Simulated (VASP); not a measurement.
# Cu (P6_3/mmc) in VASP: a series of runs

Runs on Cu. Level: LDA. Tasks: single point.

All numbers are computed with VASP 6.6.1; they aren't measurements. Logs are shortened: lines on timing, memory, paths and dates and some standing lists are left out, and cuts for length are marked.

## 1. The cell of the first run

Symmetry: P6_3/mmc, No. 194, hexagonal system. The conventional cell has a = 2.531 Å, b = 2.531 Å, c = 8.262 Å, α = 90.00°, β = 90.00°, γ = 120.00°. Cu (site symmetry -3m) has 12 Cu at 2.53 Å within 3.3 Å. Within 3.3 Å of Cu (site symmetry -6m2) lie 12 Cu at 2.53 Å.

## 2. Single point, LDA

Input file INCAR:

```
SYSTEM = Cu
PREC = Accurate
ENCUT = 520
EDIFF = 1E-6
ISMEAR = -1
SIGMA = 0.15
LREAL = .FALSE.
LASPH = .TRUE.
NELM = 100
ALGO = Normal
ISIF = 2
LWAVE = .FALSE.
LCHARG = .FALSE.
GGA = CA
NBANDS = 30
```

Input file KPOINTS:

```
regular mesh
0
G
  11 11 3
  0 0 0
```

Input file POSCAR:

```
Cu
1.0
    2.5307640000      0.0000000000      0.0000000000
   -1.2653820000      2.1917059150      0.0000000000
    0.0000000000      0.0000000000      8.2618150000
Cu
4
Direct
    0.0000000000      0.0000000000      0.0000000000
    0.3333330000      0.6666670000      0.2500000000
    0.0000000000      0.0000000000      0.5000000000
    0.6666670000      0.3333330000      0.7500000000
```

Potentials or basis: VASP PAW LDA potentials, release 64 (Cu).

Run with:

```bash
> cat potpaw_LDA.64/Cu/POTCAR > POTCAR
> mpirun -np 1 vasp_std > vasp.out
```

OUTCAR:

```text
SYSTEM = Cu
   PREC = Accurate
   ENCUT = 520
   EDIFF = 1E-6
   ISMEAR = -1
   LREAL = .FALSE.
   LASPH = .TRUE.
   NELM = 100
   ISIF = 2
   GGA = CA

 ion  position               nearest neighbor table
   1  0.000  0.000  0.000-   2 2.53   4 2.53   4 2.53   2 2.53   4 2.53   2 2.53
   2  0.333  0.667  0.250-   1 2.53   3 2.53   1 2.53   3 2.53   1 2.53   3 2.53
   3  0.000  0.000  0.500-   2 2.53   4 2.53   4 2.53   2 2.53   4 2.53   2 2.53
   4  0.667  0.333  0.750-   1 2.53   3 2.53   1 2.53   3 2.53   1 2.53   3 2.53

  LATTYP: Found a hexagonal cell.
 ALAT       =     2.5307640000
 C/A-ratio  =     3.2645537079

  Lattice vectors:

 A1 = (   2.5307640000,   0.0000000000,   0.0000000000)
 A2 = (  -1.2653820000,   2.1917059150,   0.0000000000)
 A3 = (   0.0000000000,   0.0000000000,   8.2618150000)

Analysis of symmetry for initial positions (statically):
=====================================================================
 Subroutine PRICEL returns:
 Original cell was already a primitive cell.

 Routine SETGRP: Setting up the symmetry group for a
 hexagonal supercell.

 Subroutine GETGRP returns: Found 24 space group operations
 (whereof 12 operations were pure point group operations)
 out of a pool of 24 trial point group operations.

The static configuration has the point symmetry D_3d.
 The point group associated with its full space group is D_6h.

Analysis of symmetry for dynamics (positions and initial velocities):
=====================================================================
 Subroutine PRICEL returns:
 Original cell was already a primitive cell.

 Routine SETGRP: Setting up the symmetry group for a
 hexagonal supercell.

 Subroutine GETGRP returns: Found 24 space group operations
 (whereof 12 operations were pure point group operations)
 out of a pool of 24 trial point group operations.

The dynamic configuration has the point symmetry D_3d.
 The point group associated with its full space group is D_6h.

 Subroutine INISYM returns: Found 24 space group operations
 (whereof 12 operations are pure point group operations),
 and found     1 'primitive' translations

----------------------------------------------------------------------------------------

                                     Primitive cell

  volume of cell :      45.8257

  direct lattice vectors                    reciprocal lattice vectors
     2.530764000  0.000000000  0.000000000     0.395137595  0.228132797  0.000000000
    -1.265382000  2.191705915  0.000000000     0.000000000  0.456265593  0.000000000
     0.000000000  0.000000000  8.261815000     0.000000000  0.000000000  0.121038779

  length of vectors
     2.530764000  2.530764000  8.261815000     0.456265593  0.456265593  0.121038779

  position of ions in fractional coordinates (direct lattice)
     0.000000000  0.000000000  0.000000000
     0.333333000  0.666667000  0.250000000
     0.000000000  0.000000000  0.500000000
     0.666667000  0.333333000  0.750000000

  ion indices of the primitive-cell ions
   primitive index   ion index
                 1           1
                 2           2
                 3           3
                 4           4

----------------------------------------------------------------------------------------

 KPOINTS: regular mesh

Automatic generation of k-mesh.
 Grid dimensions read from file:
 generate k-points for:   11   11    3

 Generating k-lattice:

  Cartesian coordinates                     Fractional coordinates (reciprocal lattice)
     0.035921600  0.020739345  0.000000000     0.090909091  0.000000000  0.000000000
     0.000000000  0.041478690  0.000000000     0.000000000  0.090909091  0.000000000
     0.000000000  0.000000000  0.040346260     0.000000000  0.000000000  0.333333333

  Length of vectors
     0.041478690  0.041478690  0.040346260

  Shift w.r.t. Gamma in fractional coordinates (k-lattice)
     0.000000000  0.000000000  0.000000000

 Subroutine IBZKPT returns following result:
 ===========================================

 Found     32 irreducible k-points:

 Following reciprocal coordinates:
            Coordinates               Weight
  0.000000  0.000000  0.000000      1.000000
  0.090909  0.000000  0.000000      6.000000
  0.181818  0.000000  0.000000      6.000000
  0.272727  0.000000  0.000000      6.000000
  0.363636  0.000000  0.000000      6.000000
  0.454545  0.000000  0.000000      6.000000
[... 16 lines left out ...]
  0.090909  0.090909  0.333333     12.000000
  0.181818  0.090909  0.333333     24.000000
 [... further k-points ...]
   k-points           NKPTS =     32   k-points in BZ     NKDIM =     32   number of bands    NBANDS=     30
   number of dos      NEDOS =    301   number of ions     NIONS =      4
   total plane-waves  NPLWV =  25600
   dimension x,y,z NGX =    20 NGY =   20 NGZ =   64
   dimension x,y,z NGXF=    40 NGYF=   40 NGZF=  128
   ions per type =               4
   NGX,Y,Z   is equivalent  to a cutoff of  13.14, 13.14, 12.88 a.u.
   NGXF,Y,Z  is equivalent  to a cutoff of  26.28, 26.28, 25.76 a.u.
 SYSTEM =  Cu
   PREC   = accura    normal or accurate (medium, high low for compatibility)
   ISTART =      0    job   : 0-new  1-cont  2-samecut
   ICHARG =      2    charge: 1-file 2-atom 10-const
   ISPIN  =      1    spin polarized calculation?
   LNONCOLLINEAR =      F non collinear calculations
   LSORBIT =      F    spin-orbit coupling
   LASPH  =      T    aspherical Exc in radial PAW
   ENCUT  =  520.0 eV  38.22 Ry    6.18 a.u.   4.71  4.71 15.36*2*pi/ulx,y,z
   NELM   =    100;   NELMIN=  2; NELMDL= -5     # of ELM steps
   EDIFF  = 0.1E-05   stopping-criterion for ELM
   LREAL  =      F    real-space projection
   EDIFFG = 0.1E-04   stopping-criterion for IOM
   NSW    =      0    number of steps for IOM
   IBRION =     -1    ionic relax: 0-MD 1-quasi-New 2-CG
   NFREE  =      0    steps in history (QN), initial steepest desc. (CG)
   ISIF   =      2    stress and relaxation
   ISYM   =      2    0-nonsym 1-usesym 2-fastsym
   POTIM  = 0.5000    time-step for ionic-motion
   TEBEG  =    0.0;   TEEND  =   0.0 temperature during run
   PSTRESS=    0.0 pullay stress
   NELECT =      44.0000    total number of electrons
   NUPDOWN=      -1.0000    fix difference up-down
   EMIN   =  10.00;   EMAX   =-10.00  energy-range for DOS
   EFERMI =   0.00;   METHOD = LEGACY
   ISMEAR =    -1;   SIGMA  =   0.15  broadening in eV -4-tet -1-fermi 0-gaus
   EFERMI_NEDOS =   21; number of points for ismear=-14 and -15
   IALGO  =     38    algorithm
   IMIX   =      4    mixing-type and parameters
     AMIX     =   0.40;   BMIX     =  1.00
     AMIX_MAG =   1.60;   BMIX_MAG =  1.00
  volume/ion in A,a.u.               =      11.46        77.31
  Fermi-wavevector in a.u.,A,eV,Ry     =   1.615062  3.052025 35.489790  2.608426
  Thomas-Fermi vector in A             =   2.709870
   LORBIT       =      0    0 simple, 1 ext, 2 COOP (PROOUT), +10 PAW based schemes
   GGA     = CA    functional components
   LHFCALC =     F    Hartree Fock is set to
   AEXX    =    0.0000 exact exchange contribution
   IVDW    =     0    specifies the selected vdW correction
   LEPSILON=     F    determine dielectric tensor
   LRPA    =     F    only Hartree local field effects (RPA)
 non-spin polarized calculation
  energy-cutoff  :      520.00
  volume of cell :       45.83
 maximum number of plane-waves:      1255
 NGX is ok and might be reduce to    20
   NGX =  9   NGY =  9   NGZ = 31

 number of electron      43.9999989 magnetization

 Free energy of the ion-electron system (eV)
  ---------------------------------------------------
  ext. energy  EPLUGINS =         0.00000000
  ---------------------------------------------------
  free energy    TOTEN  =       -18.80994121 eV

  energy without entropy =      -18.71829410  energy(sigma->0) =      -18.76411765

 E-fermi :   7.7823     XC(G=0): -13.2818

 val. band max:        7.7511641300   @ k =   0.3636   0.0909   0.0000
 cond. band min:       7.7861945563   @ k =   0.2727   0.1818   0.0000
 fundamental gap:      0.0350304262
 Fermi energy:         7.7823114776

 k-point     1 :       0.0000    0.0000    0.0000
  band No.  band energies     occupation
      1      -1.8570      2.00000
      2       0.3039      2.00000
      3       0.3046      2.00000
      4       2.4275      2.00000
      5       4.2947      2.00000
      6       4.3048      2.00000
[... 22 lines left out ...]
     29      29.9054      0.00000
     30      29.9273      0.00000

 k-point     2 :       0.0909    0.0000    0.0000
  band No.  band energies     occupation
      1      -1.5844      2.00000
      2       0.5459      2.00000
      3       0.5465      2.00000
      4       2.5878      2.00000
      5       4.1682      2.00000
      6       4.2393      2.00000
[... 22 lines left out ...]
     29      27.6942      0.00000
     30      27.7074      0.00000

 k-point     3 :       0.1818    0.0000    0.0000
  band No.  band energies     occupation
      1      -0.7905      2.00000
      2       1.2142      2.00000
      3       1.2146      2.00000
      4       2.9816      2.00000
      5       3.9560      2.00000
      6       4.0848      2.00000
[... 22 lines left out ...]
     29      23.5038      0.00000
     30      23.5922      0.00000

 k-point     4 :       0.2727    0.0000    0.0000
  band No.  band energies     occupation
      1       0.4284      2.00000
      2       2.0481      2.00000
      3       2.0498      2.00000
      4       3.2692      2.00000
      5       3.7771      2.00000
      6       3.8339      2.00000
[... 616 lines left out ...]
     29      19.0033      0.00000
     30      20.8562      0.00000

 k-point    23 :       0.0909    0.0909    0.3333
  band No.  band energies     occupation
      1      -0.8029      2.00000
      2      -0.0847      2.00000
      3       2.1554      2.00000
      4       2.7646      2.00000
      5       4.0300      2.00000
      6       4.1837      2.00000
[... 22 lines left out ...]
     29      24.5797      0.00000
     30      24.7088      0.00000

 k-point    24 :       0.1818    0.0909    0.3333
  band No.  band energies     occupation
      1       0.1905      2.00000
      2       0.8378      2.00000
      3       2.7373      2.00000
      4       3.2167      2.00000
      5       3.7707      2.00000
      6       3.8068      2.00000
[... 22 lines left out ...]
     29      22.1089      0.00000
     30      22.8104      0.00000

 [... further k-points ...]

------------------------ aborting loop because EDIFF is reached ----------------------------------------

  FORCE on cell =-STRESS in cart. coord.  units (eV):
  Direction    XX          YY          ZZ          XY          YZ          ZX
  --------------------------------------------------------------------------------------
  -------------------------------------------------------------------------------------
  Total       -2.3312534     -2.3312534     -1.8420186      0.0000000     -0.0000000      0.0000000
  in kB      -81.5062062    -81.5062062    -64.4013837      0.0000000     -0.0000000      0.0000000
  external PRESSURE =     -75.8045987 kB  Pullay stress =       0.0000000 kB

 VOLUME and BASIS-vectors are now :
 -----------------------------------------------------------------------------
  energy-cutoff  :      520.00
  volume of cell :       45.83
      direct lattice vectors                 reciprocal lattice vectors
     2.530764000  0.000000000  0.000000000     0.395137595  0.228132797  0.000000000
    -1.265382000  2.191705915  0.000000000     0.000000000  0.456265593  0.000000000
     0.000000000  0.000000000  8.261815000     0.000000000  0.000000000  0.121038779

 POSITION                                       TOTAL-FORCE (eV/Angst)
 -----------------------------------------------------------------------------------
      0.00000      0.00000      0.00000         0.000000      0.000000     -0.000000
     -0.00000      1.46114      2.06545        -0.000000      0.000000      0.000000
      0.00000      0.00000      4.13091         0.000000      0.000000     -0.000000
      1.26538      0.73057      6.19636        -0.000000      0.000000      0.000000
 -----------------------------------------------------------------------------------
    total drift:                                0.000000     -0.000000      0.000000

  FREE ENERGIE OF THE ION-ELECTRON SYSTEM (eV)
  ---------------------------------------------------
  free  energy   TOTEN  =       -18.8099412101 eV

  energy  without entropy=      -18.7182940992  energy(sigma->0) =      -18.76411765
```

Run time: 27 s. Hardware: 1 thread of Intel Xeon 6975P-C, shared host; peak memory 0.16 GiB.

What came out:

```yaml
Free_energy: -18.8099 eV
Pressure: -7.6 GPa
Band_gap_on_the_k_mesh: zero (band 22 reaches 10.40 eV, above the bottom of band 23 at 5.93 eV)
```

## 3. Single point, LDA

Input file INCAR:

```
  PREC = Accurate
  ENCUT = 520
  EDIFF = 1E-7
  ISMEAR = -1
  SIGMA = 0.15
  LREAL = False
  LASPH = True
  NELM = 80
  ALGO = Normal
  ISIF = 2
  LWAVE = False
  LCHARG = False
  GGA = CA
  NBANDS = 30
```

Input file KPOINTS:

```
Automatic mesh
0
Gamma
  11 11 3
```

POSCAR is that of step 2.

Potentials or basis: VASP PAW LDA potentials, release 64 (Cu).

Run with:

```bash
> cat potpaw_LDA.64/Cu/POTCAR > POTCAR
> mpirun -np 1 vasp_std > vasp.out
```

Run time: 33 s. Hardware: 1 thread of Intel Xeon 6975P-C, shared host; peak memory 0.16 GiB.

The run converged. Its results:

- Free energy: -18.8099 eV
- Pressure: -7.5 GPa
- Band gap on the k mesh: zero (band 22 reaches 10.40 eV, above the bottom of band 23 at 5.93 eV)

Stress tensor (GPa, compression positive):
```
-8.12  0.00  0.00
 0.00 -8.12  0.00
 0.00  0.00 -6.41
```

Levels at points of the mesh, in eV from the Fermi level:
```
           k point  band 18  band 19  band 20  band 21  band 22  band 23  band 24  band 25  band 26  band 27
(0.00, 0.00, 0.00)    -2.27    -2.27    -2.09    -2.09    -1.80    -1.80    -1.12     3.82    12.64    12.64
```

## 4. Single point, LDA

Input file INCAR:

```
SYSTEM = Cu
PREC = Accurate
ENCUT = 700
EDIFF = 1E-6
ISMEAR = -1
SIGMA = 0.15
LREAL = .FALSE.
LASPH = .TRUE.
NELM = 120
ALGO = Normal
ISIF = 2
LWAVE = .FALSE.
LCHARG = .FALSE.
GGA = CA
NBANDS = 46
GGA_COMPAT = .FALSE.
```

Input file KPOINTS:

```
regular mesh
0
G
  11 11 3
  0 0 0
```

POSCAR is that of step 3.

Potentials or basis: VASP PAW LDA potentials, release 64 (Cu_sv_GW).

Run with:

```bash
> cat potpaw_LDA.64/Cu_sv_GW/POTCAR > POTCAR
> mpirun -np 1 vasp_std > vasp.out
```

It took 2.4 min on 1 thread of AMD EPYC 7R43 (Zen 3), shared host; peak memory 0.19 GiB.

It converged, with:

```yaml
Free_energy: -19.3999 eV
Pressure: -13.5 GPa
Band_gap_on_the_k_mesh: zero (band 38 reaches 10.24 eV, above the bottom of band 39 at 5.82 eV)
```

Stress tensor (GPa, compression positive):
```
-14.02   0.00   0.00
  0.00 -14.02   0.00
  0.00   0.00 -12.34
```

Levels at points of the mesh, in eV from the Fermi level:
| k point | band 34 | band 35 | band 36 | band 37 | band 38 | band 39 | band 40 | band 41 | band 42 | band 43 |
| --- | --- | --- | --- | --- | --- | --- | --- | --- | --- | --- |
| (0.00, 0.00, 0.00) | -2.23 | -2.23 | -2.05 | -2.05 | -1.75 | -1.75 | -1.16 | 3.82 | 12.62 | 12.62 |

## 5. Single point, LDA

Input file INCAR:

```
  PREC = Accurate
  ENCUT = 700
  EDIFF = 1E-6
  ISMEAR = -1
  SIGMA = 0.15
  LREAL = False
  LASPH = True
  NELM = 120
  ALGO = Normal
  ISIF = 2
  LWAVE = False
  LCHARG = False
  GGA = CA
  NBANDS = 46
  GGA_COMPAT = False
```

Input file KPOINTS:

```
Automatic mesh
0
Gamma
  11 11 3
```

POSCAR is that of step 4.

Run with:

```bash
> cat potpaw_LDA.64/Cu_sv_GW/POTCAR > POTCAR
> mpirun -np 1 vasp_std > vasp.out
```

It took 2.7 min on 1 thread of Intel Xeon Platinum 8259CL at 2.50GHz (Skylake/Cascade Lake), shared host; peak memory 0.22 GiB.

It converged, with:

* Free energy: -19.3999 eV
* Pressure: -13.5 GPa
* Band gap on the k mesh: zero (band 38 reaches 10.24 eV, above the bottom of band 39 at 5.82 eV)

Stress tensor (GPa, compression positive):
```
-14.02   0.00   0.00
  0.00 -14.02   0.00
  0.00   0.00 -12.34
```

Levels at points of the mesh, in eV from the Fermi level:
| k point | band 35 | band 36 | band 37 | band 38 | band 39 | band 40 | band 41 | band 42 |
| --- | --- | --- | --- | --- | --- | --- | --- | --- |
| (0.00, 0.00, 0.00) | -2.23 | -2.05 | -2.05 | -1.75 | -1.75 | -1.16 | 3.82 | 12.62 |
